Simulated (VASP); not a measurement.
Write the native input for VASP 6.6.1 that does the following.

| Quantity | Value |
| --- | --- |
| Task | single point |
| Functional | PBE |
| Potentials or basis | VASP PAW PBE potentials, release 64 (Zn, Ru_sv, C, N) |
| Cutoff | 700 eV |
| k mesh | 4 × 4 × 4 |
| Occupations | gaussian, width 0.1 eV |
| Spin | collinear spin, ferromagnetic start |
| Starting moments | [0.0, 1.0, 0.0, 0.0, 0.0, 0.0, 0.0, 0.0, 0.0, 0.0] μB |
| Dipole correction | no |
| Further INCAR settings | ALGO = Normal; EDIFF = 1e-06; NBANDS = 47 |

The structure of ZnRuC4N4 lies in POSCAR:

```
ZnRuC4N4
1.0
    5.8583731800      0.0000000000      0.0000000000
    0.0000000000      5.8583731800      0.0000000000
    0.0000000000      0.0000000000      5.8583731800
Zn Ru C N
1 1 4 4
Direct
    0.5000000000      0.5000000000      0.5000000000
    0.0000000000      0.0000000000      0.0000000000
    0.1868532600      0.1868532600      0.1868532600
    0.1868532600      0.8131467400      0.8131467400
    0.8131467400      0.1868532600      0.8131467400
    0.8131467400      0.8131467400      0.1868532600
    0.3021582700      0.3021582700      0.3021582700
    0.3021582700      0.6978417300      0.6978417300
    0.6978417300      0.3021582700      0.6978417300
    0.6978417300      0.6978417300      0.3021582700
```

One way to write it, as run:

INCAR

```
SYSTEM = ZnRuC4N4
PREC     = Accurate       ! precision mode
ENCUT    = 700            ! plane-wave cutoff, eV
EDIFF    = 1E-6           ! SCF threshold, eV
ISMEAR   = 0              ! smearing method
SIGMA    = 0.1            ! smearing width, eV
LREAL    = .False.        ! projectors in reciprocal space
LASPH    = .True.         ! aspherical terms in the spheres
NELM     = 200            ! most SCF steps
ALGO     = Normal         ! electronic algorithm
ISIF     = 2              ! what is computed and relaxed
LWAVE    = .False.        ! write WAVECAR
LCHARG   = .False.        ! write CHGCAR
ISPIN    = 2              ! spin polarisation
MAGMOM   = 0 1 0 0 0 0 0 0 0 0 ! initial moments
LORBIT   = 11             ! projections on sites
LMAXMIX  = 4              ! l up to which the mixer works
GGA      = PE             ! functional
NBANDS   = 47             ! bands
GGA_COMPAT= .False.
```

KPOINTS

```
Automatic mesh
0
Gamma
  4 4 4
  0 0 0
```

Potentials or basis: VASP PAW PBE potentials, release 64 (Zn, Ru_sv, C, N).

Run with:

```bash
$ cat potpaw_PBE.64/Zn/POTCAR potpaw_PBE.64/Ru_sv/POTCAR potpaw_PBE.64/C/POTCAR potpaw_PBE.64/N/POTCAR > POTCAR
$ mpirun -np 1 vasp_std > vasp.out
```

Results of the run:

| Quantity | Value |
| --- | --- |
| Pressure | 2.9 GPa |
| Largest force | 1.588 eV/Å |
| Band gap on the k mesh | zero (filled and empty bands overlap) |
| Net moment | 2.00 μB per cell |
| Site moments | Zn +0.01; Ru +0.74; C +0.02; N +0.09 μB |
| Valence electrons inside the program's atomic spheres | Zn 10.75; Ru 13.80; C 2.62; N 3.86 |

Caveat: forces of over 1 eV/Å act on the atoms, so gaps and moduli don't describe the material at rest.

It took 6.4 min on 1 thread of Intel(R) Xeon(R) Platinum 8259CL CPU @ 2.50GHz (Skylake/Cascade Lake), on a shared host, peak memory 0.65 GiB.
